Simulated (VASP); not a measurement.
# TiAl (P-6m2) in VASP: further runs

Runs on TiAl. Level: PBEsol. Tasks: single point.

Everything below comes from runs of VASP 6.6.1. Logs are shortened: lines on timing, memory, paths and dates and some standing lists are left out, and cuts for length are marked.

**1. The cell of the first run**

It takes space group P-6m2 (No. 187, hexagonal). The conventional cell has a = 2.762 Å, b = 2.762 Å, c = 4.742 Å, α = 90.00°, β = 90.00°, γ = 120.00°. Within 3.6 Å of Ti (site symmetry -6m2) lie 6 Ti at 2.76 Å and 6 Al at 2.86 Å. Al (site symmetry -6m2) has 6 Al at 2.76 Å and 6 Ti at 2.86 Å within 3.6 Å.

**2. Single point, PBEsol**

File INCAR:

```
PREC     = Accurate       # precision mode
ENCUT    = 520            # plane-wave cutoff, eV
EDIFF    = 1E-7           # SCF threshold, eV
ISMEAR   = 0              # smearing method
SIGMA    = 0.15           # smearing width, eV
LREAL    = F              # projectors in reciprocal space
LASPH    = T              # aspherical terms in the spheres
NELM     = 60             # most SCF steps
ALGO     = Fast           # electronic algorithm
ISIF     = 2              # what is computed and relaxed
LWAVE    = F              # write WAVECAR
LCHARG   = T              # write CHGCAR
GGA      = PS             # functional
LELF     = T              # ELF
LVHAR    = T            
NBANDS   = 14             # bands
```

File KPOINTS:

```
Automatic mesh
0
Gamma
  18 18 10
```

File POSCAR:

```
TiAl
1.0
    2.7621000000      0.0000000000      0.0000000000
   -1.3810500000      2.3920487678      0.0000000000
    0.0000000000      0.0000000000      4.7424000000
Ti Al
1 1
Direct
    0.0000000000      0.0000000000      0.0000000000
    0.3333333333      0.6666666667      0.5000000000
```

Potentials or basis: VASP PAW PBE potentials, release 64 (Ti_sv, Al).

Command:

```console
$ cat potpaw_PBE.64/Ti_sv/POTCAR potpaw_PBE.64/Al/POTCAR > POTCAR
$ mpirun -np 1 vasp_std > vasp.out
```

OUTCAR:

```text
PREC = Accurate
   ENCUT = 520
   EDIFF = 1E-7
   ISMEAR = 0
   LREAL = F
   LASPH = T
   NELM = 60
   ISIF = 2
   GGA = PS

 ion  position               nearest neighbor table
   1  0.000  0.000  0.000-   2 2.86   2 2.86   2 2.86   2 2.86   2 2.86   2 2.86
   2  0.333  0.667  0.500-   1 2.86   1 2.86   1 2.86   1 2.86   1 2.86   1 2.86

  LATTYP: Found a hexagonal cell.
 ALAT       =     2.7621000000
 C/A-ratio  =     1.7169544911

  Lattice vectors:

 A1 = (   2.7621000000,   0.0000000000,   0.0000000000)
 A2 = (  -1.3810500000,   2.3920487678,   0.0000000000)
 A3 = (   0.0000000000,   0.0000000000,   4.7424000000)

Analysis of symmetry for initial positions (statically):
=====================================================================
 Subroutine PRICEL returns:
 Original cell was already a primitive cell.

 Routine SETGRP: Setting up the symmetry group for a
 hexagonal supercell.

 Subroutine GETGRP returns: Found 12 space group operations
 (whereof 12 operations were pure point group operations)
 out of a pool of 24 trial point group operations.

The static configuration has the point symmetry D_3h.

Analysis of symmetry for dynamics (positions and initial velocities):
=====================================================================
 Subroutine PRICEL returns:
 Original cell was already a primitive cell.

 Routine SETGRP: Setting up the symmetry group for a
 hexagonal supercell.

 Subroutine GETGRP returns: Found 12 space group operations
 (whereof 12 operations were pure point group operations)
 out of a pool of 24 trial point group operations.

The dynamic configuration has the point symmetry D_3h.

 Subroutine INISYM returns: Found 12 space group operations
 (whereof 12 operations are pure point group operations),
 and found     1 'primitive' translations

----------------------------------------------------------------------------------------

                                     Primitive cell

  volume of cell :      31.3334

  direct lattice vectors                    reciprocal lattice vectors
     2.762100000  0.000000000  0.000000000     0.362043373  0.209025839  0.000000000
    -1.381050000  2.392048768  0.000000000     0.000000000  0.418051677  0.000000000
     0.000000000  0.000000000  4.742400000     0.000000000  0.000000000  0.210863698

  length of vectors
     2.762100000  2.762100000  4.742400000     0.418051677  0.418051677  0.210863698

  position of ions in fractional coordinates (direct lattice)
     0.000000000  0.000000000  0.000000000
     0.333333333  0.666666667  0.500000000

  ion indices of the primitive-cell ions
   primitive index   ion index
                 1           1
                 2           2

----------------------------------------------------------------------------------------

 KPOINTS: Automatic mesh

Automatic generation of k-mesh.
 Grid dimensions read from file:
 generate k-points for:   18   18   10

 Generating k-lattice:

  Cartesian coordinates                     Fractional coordinates (reciprocal lattice)
     0.020113521  0.011612547  0.000000000     0.055555556  0.000000000  0.000000000
     0.000000000  0.023225093  0.000000000     0.000000000  0.055555556  0.000000000
     0.000000000  0.000000000  0.021086370     0.000000000  0.000000000  0.100000000

  Length of vectors
     0.023225093  0.023225093  0.021086370

  Shift w.r.t. Gamma in fractional coordinates (k-lattice)
     0.000000000  0.000000000  0.000000000

 Subroutine IBZKPT returns following result:
 ===========================================

 Found    222 irreducible k-points:

 Following reciprocal coordinates:
            Coordinates               Weight
  0.000000  0.000000  0.000000      1.000000
  0.055556 -0.000000  0.000000      6.000000
  0.111111 -0.000000  0.000000      6.000000
  0.166667  0.000000  0.000000      6.000000
  0.222222 -0.000000  0.000000      6.000000
  0.277778 -0.000000  0.000000      6.000000
[... 16 lines left out ...]
  0.333333  0.111111  0.000000     12.000000
  0.388889  0.111111  0.000000     12.000000
 [... further k-points ...]
   k-points           NKPTS =    222   k-points in BZ     NKDIM =    222   number of bands    NBANDS=     14
   number of dos      NEDOS =    301   number of ions     NIONS =      2
   total plane-waves  NPLWV =  20736
   dimension x,y,z NGX =    24 NGY =   24 NGZ =   36
   dimension x,y,z NGXF=    48 NGYF=   48 NGZF=   72
   ions per type =               1   1
   NGX,Y,Z   is equivalent  to a cutoff of  14.45, 14.45, 12.62 a.u.
   NGXF,Y,Z  is equivalent  to a cutoff of  28.89, 28.89, 25.24 a.u.
 SYSTEM =  unknown system
   PREC   = accura    normal or accurate (medium, high low for compatibility)
   ISTART =      0    job   : 0-new  1-cont  2-samecut
   ICHARG =      2    charge: 1-file 2-atom 10-const
   ISPIN  =      1    spin polarized calculation?
   LNONCOLLINEAR =      F non collinear calculations
   LSORBIT =      F    spin-orbit coupling
   LASPH  =      T    aspherical Exc in radial PAW
   ENCUT  =  520.0 eV  38.22 Ry    6.18 a.u.   5.14  5.14  8.82*2*pi/ulx,y,z
   NELM   =     60;   NELMIN=  2; NELMDL= -5     # of ELM steps
   EDIFF  = 0.1E-06   stopping-criterion for ELM
   LREAL  =      F    real-space projection
   EDIFFG = 0.1E-05   stopping-criterion for IOM
   NSW    =      0    number of steps for IOM
   IBRION =     -1    ionic relax: 0-MD 1-quasi-New 2-CG
   NFREE  =      0    steps in history (QN), initial steepest desc. (CG)
   ISIF   =      2    stress and relaxation
   ISYM   =      2    0-nonsym 1-usesym 2-fastsym
   POTIM  = 0.5000    time-step for ionic-motion
   TEBEG  =    0.0;   TEEND  =   0.0 temperature during run
   PSTRESS=    0.0 pullay stress
   NELECT =      15.0000    total number of electrons
   NUPDOWN=      -1.0000    fix difference up-down
   EMIN   =  10.00;   EMAX   =-10.00  energy-range for DOS
   EFERMI =   0.00;   METHOD = LEGACY
   ISMEAR =     0;   SIGMA  =   0.15  broadening in eV -4-tet -1-fermi 0-gaus
   EFERMI_NEDOS =   21; number of points for ismear=-14 and -15
   IALGO  =     68    algorithm
   IMIX   =      4    mixing-type and parameters
     AMIX     =   0.40;   BMIX     =  1.00
     AMIX_MAG =   1.60;   BMIX_MAG =  1.00
  volume/ion in A,a.u.               =      15.67       105.72
  Fermi-wavevector in a.u.,A,eV,Ry     =   1.280666  2.420109 22.315006  1.640107
  Thomas-Fermi vector in A             =   2.413081
   LORBIT       =      0    0 simple, 1 ext, 2 COOP (PROOUT), +10 PAW based schemes
   GGA     = PS    functional components
   LHFCALC =     F    Hartree Fock is set to
   AEXX    =    0.0000 exact exchange contribution
   IVDW    =     0    specifies the selected vdW correction
   LEPSILON=     F    determine dielectric tensor
   LRPA    =     F    only Hartree local field effects (RPA)
 non-spin polarized calculation
 RMM-DIIS sequential band-by-band and
 Gauss-broadening in eV      SIGMA  =   0.15
  energy-cutoff  :      520.00
  volume of cell :       31.33
 maximum number of plane-waves:       858
 NGX is ok and might be reduce to    24

 number of electron      14.9999996 magnetization

 Free energy of the ion-electron system (eV)
  ---------------------------------------------------
  ext. energy  EPLUGINS =         0.00000000
  ---------------------------------------------------
  free energy    TOTEN  =       -12.90170647 eV

  energy without entropy =      -12.87911521  energy(sigma->0) =      -12.89041084

 E-fermi :   8.4801     XC(G=0): -11.2918

 val. band max:        8.4794919724   @ k =   0.3333   0.0556   0.2000
 cond. band min:       8.4802363049   @ k =   0.3333   0.0556   0.3000
 fundamental gap:      0.0007443326
 Fermi energy:         8.4801204955

 k-point     1 :       0.0000    0.0000    0.0000
  band No.  band energies     occupation
      1     -47.7052      2.00000
      2     -24.1430      2.00000
      3     -23.5742      2.00000
      4     -23.5742      2.00000
      5      -0.8907      2.00000
      6       5.8719      2.00000
      7       6.1808      2.00000
      8       9.8356      0.00000
      9       9.8356      0.00000
     10      11.5773      0.00000
     11      11.5773      0.00000
     12      12.0116      0.00000
     13      22.2496      0.00000
     14      22.2576      0.00000

 k-point     2 :       0.0556   -0.0000    0.0000
  band No.  band energies     occupation
      1     -47.7008      2.00000
      2     -24.1388      2.00000
      3     -23.6000      2.00000
      4     -23.5799      2.00000
      5      -0.8081      2.00000
      6       5.9695      2.00000
      7       6.1984      2.00000
      8       9.7513      0.00000
      9       9.9082      0.00000
     10      11.5528      0.00000
     11      11.5749      0.00000
     12      12.0377      0.00000
     13      20.9204      0.00000
     14      21.5627      0.00000

 k-point     3 :       0.1111   -0.0000    0.0000
  band No.  band energies     occupation
      1     -47.6879      2.00000
      2     -24.1268      2.00000
      3     -23.6738      2.00000
      4     -23.5964      2.00000
      5      -0.5616      2.00000
      6       6.2489      2.00000
      7       6.2492      2.00000
      8       9.5233      0.00000
      9      10.1217      0.00000
     10      11.4826      0.00000
     11      11.5741      0.00000
     12      12.1115      0.00000
     13      18.9260      0.00000
     14      20.6274      0.00000
[... 324 lines left out ...]
 k-point    23 :       0.3333    0.1111    0.0000
  band No.  band energies     occupation
      1     -47.5680      2.00000
      2     -24.2837      2.00000
      3     -24.0152      2.00000
      4     -23.7959      2.00000
      5       3.1302      2.00000
      6       6.7823      2.00000
      7       7.2314      2.00000
      8       8.0833      1.99982
      9      10.3421      0.00000
     10      11.4510      0.00000
     11      12.7486      0.00000
     12      12.7593      0.00000
     13      13.9692      0.00000
     14      15.4054      0.00000

 k-point    24 :       0.3889    0.1111    0.0000
  band No.  band energies     occupation
      1     -47.5557      2.00000
      2     -24.3432      2.00000
      3     -24.0038      2.00000
      4     -23.8166      2.00000
      5       4.1553      2.00000
      6       6.5987      2.00000
      7       6.8515      2.00000
      8       7.5711      2.00000
      9      10.1979      0.00000
     10      11.7229      0.00000
     11      12.7293      0.00000
     12      13.0763      0.00000
     13      14.3175      0.00000
     14      15.5029      0.00000

 [... further k-points ...]
[... 5 lines left out ...]
  --------------------------------------------------------------------------------------
  -------------------------------------------------------------------------------------
  Total        1.3419877      1.3419877     -0.5308934      0.0000000      0.0000000      0.0000000
  in kB       68.6201265     68.6201265    -27.1462766      0.0000000      0.0000000      0.0000000
  external PRESSURE =      36.6979921 kB  Pullay stress =       0.0000000 kB

 VOLUME and BASIS-vectors are now :
 -----------------------------------------------------------------------------
  energy-cutoff  :      520.00
  volume of cell :       31.33
      direct lattice vectors                 reciprocal lattice vectors
     2.762100000  0.000000000  0.000000000     0.362043373  0.209025839  0.000000000
    -1.381050000  2.392048768  0.000000000     0.000000000  0.418051677  0.000000000
     0.000000000  0.000000000  4.742400000     0.000000000  0.000000000  0.210863698

 POSITION                                       TOTAL-FORCE (eV/Angst)
 -----------------------------------------------------------------------------------
      0.00000      0.00000      0.00000        -0.000000      0.000000      0.000000
     -0.00000      1.59470      2.37120         0.000000     -0.000000      0.000000
 -----------------------------------------------------------------------------------
    total drift:                                0.000000     -0.000000      0.000000

  FREE ENERGIE OF THE ION-ELECTRON SYSTEM (eV)
  ---------------------------------------------------
  free  energy   TOTEN  =       -12.9017064715 eV

  energy  without entropy=      -12.8791152066  energy(sigma->0) =      -12.89041084
```

Run time: 1.8 min. Hardware: 1 thread of Intel Xeon 6975P-C (Granite Rapids), shared host; peak memory 0.23 GiB.

What came out:

```
Free energy : -12.9017 eV
Pressure    : 3.7 GPa
```

Stress tensor (GPa, compression positive):
```
 6.86  0.00  0.00
 0.00  6.86  0.00
 0.00  0.00 -2.71
```

Caveat: the PAW data sets were made with another functional, which shifts forces and pressure a little.

**3. Single point, PBEsol**

This run uses another cell than the first one, of the same volume but with other edges.

File INCAR:

```
SYSTEM = TiAl
PREC = Accurate
ENCUT = 520
EDIFF = 1E-7
ISMEAR = 0
SIGMA = 0.15
LREAL = .FALSE.
LASPH = .TRUE.
NELM = 100
ALGO = Normal
ISIF = 2
LWAVE = .FALSE.
LCHARG = .FALSE.
GGA = PS
NBANDS = 14
```

File KPOINTS:

```
regular mesh
0
G
  18 18 10
  0 0 0
```

File POSCAR:

```
TiAl
1.0
    2.8760000000      0.0000000000      0.0000000000
   -1.4380000000      2.4906890613      0.0000000000
    0.0000000000      0.0000000000      4.3728000000
Ti Al
1 1
Direct
    0.0000000000      0.0000000000      0.0000000000
    0.3333333333      0.6666666667      0.5000000000
```

Potentials or basis: VASP PAW PBE potentials, release 64 (Ti_sv, Al).

Command:

```console
$ cat potpaw_PBE.64/Ti_sv/POTCAR potpaw_PBE.64/Al/POTCAR > POTCAR
$ mpirun -np 1 vasp_std > vasp.out
```

OUTCAR:

```text
SYSTEM = TiAl
   PREC = Accurate
   ENCUT = 520
   EDIFF = 1E-7
   ISMEAR = 0
   LREAL = .FALSE.
   LASPH = .TRUE.
   NELM = 100
   ISIF = 2
   GGA = PS

 ion  position               nearest neighbor table
   1  0.000  0.000  0.000-   2 2.75   2 2.75   2 2.75   2 2.75   2 2.75   2 2.75
   2  0.333  0.667  0.500-   1 2.75   1 2.75   1 2.75   1 2.75   1 2.75   1 2.75

  LATTYP: Found a hexagonal cell.
 ALAT       =     2.8760000000
 C/A-ratio  =     1.5204450626

  Lattice vectors:

 A1 = (   2.8760000000,   0.0000000000,   0.0000000000)
 A2 = (  -1.4380000000,   2.4906890613,   0.0000000000)
 A3 = (   0.0000000000,   0.0000000000,   4.3728000000)

Analysis of symmetry for initial positions (statically):
=====================================================================
 Subroutine PRICEL returns:
 Original cell was already a primitive cell.

 Routine SETGRP: Setting up the symmetry group for a
 hexagonal supercell.

 Subroutine GETGRP returns: Found 12 space group operations
 (whereof 12 operations were pure point group operations)
 out of a pool of 24 trial point group operations.

The static configuration has the point symmetry D_3h.

[... 175 lines left out ...]
      6       6.2396      2.00000
      7       7.1438      2.00000
      8       9.6422      0.00000
      9       9.6422      0.00000
     10      11.0961      0.00000
     11      11.0961      0.00000
     12      13.4479      0.00000
     13      20.9857      0.00000
     14      20.9857      0.00000
[... 377 lines left out ...]
      1     -47.7222      2.00000
      2     -24.3691      2.00000
      3     -24.1670      2.00000
      4     -24.0006      2.00000
      5       3.9470      2.00000
      6       6.1878      2.00000
      7       6.9181      2.00000
      8       7.5469      2.00000
      9       9.8913      0.00000
     10      11.6701      0.00000
     11      12.7833      0.00000
     12      13.5721      0.00000
     13      14.1037      0.00000
     14      15.3581      0.00000

 [... further k-points ...]

------------------------ aborting loop because EDIFF is reached ----------------------------------------

  FORCE on cell =-STRESS in cart. coord.  units (eV):
  Direction    XX          YY          ZZ          XY          YZ          ZX
  --------------------------------------------------------------------------------------
  -------------------------------------------------------------------------------------
  Total        0.4347577      0.4347577      2.3984513      0.0000000      0.0000000      0.0000000
  in kB       22.2376976     22.2376976    122.6799202      0.0000000      0.0000000      0.0000000
  external PRESSURE =      55.7184385 kB  Pullay stress =       0.0000000 kB

 VOLUME and BASIS-vectors are now :
 -----------------------------------------------------------------------------
  energy-cutoff  :      520.00
  volume of cell :       31.32
      direct lattice vectors                 reciprocal lattice vectors
     2.876000000  0.000000000  0.000000000     0.347705146  0.200747660  0.000000000
    -1.438000000  2.490689061  0.000000000     0.000000000  0.401495319  0.000000000
     0.000000000  0.000000000  4.372800000     0.000000000  0.000000000  0.228686425

 POSITION                                       TOTAL-FORCE (eV/Angst)
 -----------------------------------------------------------------------------------
      0.00000      0.00000      0.00000         0.000000      0.000000      0.000000
     -0.00000      1.66046      2.18640        -0.000000      0.000000      0.000000
 -----------------------------------------------------------------------------------
    total drift:                                0.000000     -0.000000      0.000000

  FREE ENERGIE OF THE ION-ELECTRON SYSTEM (eV)
  ---------------------------------------------------
  free  energy   TOTEN  =       -12.8852896933 eV

  energy  without entropy=      -12.8552684451  energy(sigma->0) =      -12.87027907
```

stdout:

```text
POSCAR found type information on POSCAR TiAl
 POSCAR found :  2 types and       2 ions
 scaLAPACK will be used
 -----------------------------------------------------------------------------
|                                                                             |
|                                                                             |
|     You enforced a specific xc type in the INCAR file but a different       |
|     I HOPE YOU KNOW WHAT YOU ARE DOING!                                     |
|                                                                             |
 -----------------------------------------------------------------------------

 LDA part: xc-table for (Slater+PW92), standard interpolation
 POSCAR, INCAR and KPOINTS ok, starting setup
 FFT: planning ... GRIDC
 FFT: planning ... GRID_SOFT
 FFT: planning ... GRID
 WAVECAR not read
 entering main loop
```

Run time: 35 s. Hardware: 1 thread of Intel Xeon 6975P-C (Granite Rapids), shared host; peak memory 0.23 GiB.

Results:

```yaml
Free_energy: -12.8853 eV
Pressure: 5.6 GPa
```

Caveat: the PAW data sets were made with another functional, which shifts forces and pressure a little.

(Part 1 of 2 ends here.)
